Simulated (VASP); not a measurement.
BiTe, 2 atoms in the cell. Symmetry: Fm-3m, No. 225, cubic system. The conventional cell has a = 6.555 Å, b = 6.555 Å, c = 6.555 Å, α = 90.00°, β = 90.00°, γ = 90.00°. Bi (site symmetry m-3m) has 6 Te at 3.28 Å within 4.3 Å. Te (site symmetry m-3m) has 6 Bi at 3.28 Å within 4.3 Å. 

```yaml
Program: VASP 6.6.1
Task: single point
Functional: revPBE
Dispersion: D4
Potentials_or_basis: VASP PAW PBE potentials, release 64 (Bi_d, Te)
Cutoff: 520 eV
k_mesh: 7 × 7 × 7
Occupations: tetrahedron
Spin: non-collinear spin, typed start
Starting_moments: "[[0.0, 0.0, 0.5], [0.0, 0.0, 0.0]] μB"
Dipole_correction: no
Further_INCAR_settings: ALGO = Normal; EDIFF = 1e-07; NBANDS = 33
```

Potentials or basis: VASP PAW PBE potentials, release 64 (Bi_d, Te).

The run is started by

```bash
$ cat potpaw_PBE.64/Bi_d/POTCAR potpaw_PBE.64/Te/POTCAR > POTCAR
$ mpirun -np 1 vasp_ncl > vasp.out
```

Hardware: 1 thread of Intel Xeon 8259CL (shared host).

**Question.** How long does it take, and how much memory?

**Answer.** Wall time 11 min on 1 thread of Intel Xeon 8259CL (shared host), peak memory 0.49 GiB. Counts: scf iterations 19, k points 52.
